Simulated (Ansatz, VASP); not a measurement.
**Pt in VASP and in Ansatz**

File INCAR:

```
SYSTEM = Pt
PREC     = Accurate       ! precision mode
ENCUT    = 570            ! plane-wave cutoff, eV
EDIFF    = 1E-6           ! SCF threshold, eV
ISMEAR   = 0              ! smearing method
SIGMA    = 0.15           ! smearing width, eV
LREAL    = .False.        ! projectors in reciprocal space
LASPH    = .True.         ! aspherical terms in the spheres
NELM     = 120            ! most SCF steps
ALGO     = Normal         ! electronic algorithm
ISIF     = 2              ! what is computed and relaxed
LWAVE    = .False.        ! write WAVECAR
LCHARG   = .False.        ! write CHGCAR
NBANDS   = 25             ! bands
GGA_COMPAT= .False.
```

KPOINTS

```
regular mesh
0
Gamma
  18 18 10
  0 0 0
```

Contents of POSCAR:

```
Pt
1.0
    2.6857160603      0.0000000000      0.0000000000
   -1.3428580301      2.3258983356      0.0000000000
    0.0000000000      0.0000000000      4.6385750967
Pt
2
Direct
    0.6666666667      0.3333333333      0.7500000000
    0.3333333333      0.6666666667      0.2500000000
```

Input for Ansatz:

```yaml
crystal:
  lattice:
    - [2.6857160603, 0.0, 0.0]
    - [-1.3428580301, 2.3258983356, 0.0]
    - [0.0, 0.0, 4.6385750967]
  atoms:
    - { symbol: Pt, position: [0.6666666667, 0.3333333333, 0.75] }
    - { symbol: Pt, position: [0.3333333333, 0.6666666667, 0.25] }
basis:
  ecutwfc: 420
kpoints:
  mp_grid: { grid: [18, 18, 10] }
hamiltonian:
  xc: lda
scf:
  occupations: { method: gaussian, width: 0.15 }
output:
  forces: true
  stress: true
  eigenvalues: true
```

Change from the starting cell: mode 1 frozen in at +0.000 Å, equal normal strain along x, y and z -0.0083.

Alike in both runs: task single point; functional LDA; k mesh 18 × 18 × 10; occupations gaussian, width 0.15 eV; no spin polarisation.

```csv
,VASP,Ansatz
version,VASP 6.6.1,Ansatz 0.2.0
potentials or method,"VASP PAW LDA potentials, release 64 (Pt_sv_GW), cutoff 570 eV","scalar-relativistic, plane waves, PAW"
valence electrons in the cell,36,36
```

|  | VASP | Ansatz | Ansatz less VASP |
| --- | --- | --- | --- |
| gap on the k mesh at the Fermi level (eV) | none | none | - |
| pressure (GPa) | 7.8 | 8.2 | +0.37 |
| traceless stress, the component that is largest in VASP (GPa) | -1.23 | -0.93 | +0.303 |

LDA's correlation is that of Perdew and Zunger in VASP and of Perdew and Wang (1992) in Ansatz. A gap of «none» marks a metal or a gap that the smearing closes.

Spin-orbit coupling is off throughout.
